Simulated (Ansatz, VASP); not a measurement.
CdS: VASP beside Ansatz

File POSCAR:

```
CdS
1.0
    0.0000000000      2.8273945987      2.6531737377
    2.8273945987      0.0000000000      2.6531737377
    2.8273945987      2.8273945987      0.0000000000
Cd S
1 1
Direct
    0.0000000000      0.0000000000      0.0000000000
    0.5000000000      0.5000000000      0.5000000000
```

Contents of INCAR.step1:

```
SYSTEM = CdS
PREC = Accurate ; ENCUT = 700
ISMEAR = -1 ; SIGMA = 0.02
LREAL = .FALSE. ; LASPH = .TRUE.
NELM = 120 ; NBANDS = 20
GGA = PE ; ALGO = Normal
EDIFF = 1E-5 ; LWAVE = .TRUE.
LCHARG = .FALSE. ; GGA_COMPAT = .FALSE.
```

INCAR.step2

```
SYSTEM = CdS
PREC = Accurate ; ENCUT = 700
EDIFF = 1E-6 ; ISMEAR = -1
SIGMA = 0.02 ; LREAL = .FALSE.
LASPH = .TRUE. ; NELM = 120
ALGO = Normal ; ISIF = 2
LWAVE = .FALSE. ; LCHARG = .FALSE.
METAGGA = R2SCAN ; LMIXTAU = .TRUE.
NBANDS = 20 ; ISTART = 1
GGA_COMPAT = .FALSE.
```

KPOINTS

```
regular mesh
0
G
  8 8 8
  0 0 0
```

Input for Ansatz:

```yaml
crystal:
  lattice:
    - [0.0, 2.8273945987, 2.6531737377]
    - [2.8273945987, 0.0, 2.6531737377]
    - [2.8273945987, 2.8273945987, 0.0]
  atoms:
    - { symbol: Cd, position: [0.0, 0.0, 0.0] }
    - { symbol: S, position: [0.5, 0.5, 0.5] }
kpoints:
  mp_grid: { grid: [8, 8, 8] }
  band_path:
    path:
      - [0.0, 0.0, 0.0]
      - [0.5, 0.0, 0.5]
      - [0.625, 0.25, 0.625]
      - [0.375, 0.375, 0.75]
      - [0.5, 0.5, 0.5]
      - [0.5, 0.25, 0.75]
    npoints: 1
hamiltonian:
  xc: r2scan
scf:
  occupations: { method: fermi_dirac, width: 0.02 }
  n_extra_bands: 4
output:
  forces: true
  stress: true
  eigenvalues: true
```

Change from the starting cell: epitaxial_xy strain +3.7%.

Alike in both runs: task single point; functional r2SCAN; k mesh 8 × 8 × 8; occupations fermi-dirac, width 0.02 eV; no spin polarisation.

|  | VASP | Ansatz |
| --- | --- | --- |
| version | VASP 6.6.1 | Ansatz 0.2.0 |
| potentials or method | VASP PAW PBE potentials, release 64 (Cd_sv_GW, S) | plane waves, PAW |
| plane-wave cutoff (eV) | 700 | 500 |
| valence electrons in the cell | 26 | 26 |

```tsv
	VASP	Ansatz	Ansatz less VASP
pressure (GPa)	-2.8	-2.8	+0.07
traceless stress, the component that is largest in VASP (GPa)	2.70	2.74	+0.041
```

VASP's potentials were made for PBE, not for r2SCAN.
